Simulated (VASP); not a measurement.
**AlB2P3: single point with PBE**

The system is AlB2P3.

```
CELL_PARAMETERS angstrom
-0.00060 -0.00296 5.72857
5.94810 0.00125 -0.00065
-2.97301 5.15132 -0.00225
ATOMIC_POSITIONS crystal
Al 0.00440 0.66674 0.33350
Al 0.00427 0.33354 0.66682
B 0.99417 0.00016 0.00011
B 0.50274 0.32262 0.99986
B 0.50284 0.99989 0.32266
B 0.50289 0.67714 0.67715
P 0.36070 0.99988 0.99988
P 0.41083 0.66654 0.33327
P 0.41070 0.33312 0.66651
P 0.85209 0.29570 0.00011
P 0.85221 0.00009 0.29562
P 0.85217 0.70459 0.70452
```

```
Program                : VASP 6.6.1
Task                   : single point
Functional             : PBE
Potentials or basis    : VASP PAW PBE potentials, release 64 (Al, B, P)
Cutoff                 : 520 eV
k mesh                 : 2 × 3 × 3
Occupations            : gaussian, width 0.1 eV
Spin                   : no spin polarisation
Dipole correction      : no
Further INCAR settings : ALGO = Normal; EDIFF = 1e-07; NBANDS = 36
```

```yaml
Pressure: -0.1 GPa
Largest_force: 0.013 eV/Å
Band_gap_on_the_k_mesh: 1.06 eV, indirect (least direct gap 1.10 eV)
```

Forces on the atoms (eV/Å):
```
Al   0.005 -0.002 -0.006
Al  -0.003  0.000 -0.005
B   -0.001 -0.001 -0.013
B    0.009  0.006  0.002
B   -0.004  0.009  0.000
B   -0.006 -0.005 -0.006
P    0.000  0.002  0.011
P    0.001 -0.007 -0.004
P    0.006 -0.001  0.003
P    0.000 -0.004  0.008
P   -0.004  0.002  0.005
P   -0.001  0.002  0.004
```

Stress tensor (GPa, compression positive):
```
-0.12 -0.03  0.01
-0.03 -0.13  0.08
 0.01  0.08 -0.18
```

Levels at points of the mesh, in eV from the valence-band top:
| k point | band 22 | band 23 | band 24 | band 25 | band 26 | band 27 |
| --- | --- | --- | --- | --- | --- | --- |
| (0.00, 0.00, 0.00) | -0.72 | 0.00 | 0.00 | 1.10 | 1.10 | 1.78 |
| (0.50, 0.00, 0.00) | -1.47 | -0.52 | -0.51 | 1.88 | 2.11 | 2.43 |

It took 85 s on 1 thread of Intel(R) Xeon(R) Platinum 8259CL CPU @ 2.50GHz (Skylake/Cascade Lake), with other jobs on the host, peak memory 0.33 GiB.

Caveat: the k points lie up to 0.55 Å⁻¹ apart. A k mesh can miss the band edges.
